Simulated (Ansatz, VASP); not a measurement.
Two plane-wave programs on NiO

```xyz
2
Lattice="0.0000 2.1120 2.1120 2.1120 0.0000 2.1120 2.1120 2.1120 0.0000" Properties=species:S:1:pos:R:3 pbc="T T T"
Ni    0.0000   -0.1237   -0.1237
O     2.1120    2.1120    2.1120
```

Change from the starting cell: all Ni atoms moved +0.175 Å, as atom 1 towards its neighbour atom 1 (Ni) at 2.987 Å.

Alike in both runs: task single point; functional r2SCAN; k mesh 10 × 10 × 10; occupations gaussian, width 0.05 eV; collinear spin; Hubbard terms Ni d U = 6.2 eV.

|  | VASP | Ansatz |
| --- | --- | --- |
| version | VASP 6.6.1 | Ansatz 0.2.0 |
| potentials or method | VASP PAW PBE potentials, release 64 (Ni, O), cutoff 520 eV | scalar-relativistic, plane waves, PAW |
| valence electrons in the cell | 16 | 24 |

```csv
,VASP,Ansatz,Ansatz less VASP
gap on the k mesh at the Fermi level (eV),3.15,2.68,-0.471
least direct gap on the mesh (eV),3.85,3.70,-0.152
pressure (GPa),-5.6,3.5,+9.01
"traceless stress, the component that is largest in VASP (GPa)",-3.79,-4.43,-0.647
rms of the force components (eV/Å),0.545,0.625,+0.0800
net moment per atom (μB),1.00,1.00,0.000
size of the moment on the site where the two differ most (μB),1.88,1.75,-0.131
```

VASP's potentials were made for PBE, not for r2SCAN. Site moments also hang on the region over which each program counts them. The programs project onto different local orbitals, so the same U acts differently, and such runs can settle in different states. Atom by atom the forces differ by 0.080 eV/Å (rms over components). VASP's potentials hold 16 valence electrons a cell and Ansatz's 24, so a difference there can come from the potentials and not from the codes. Ansatz's warnings: stability check not made.
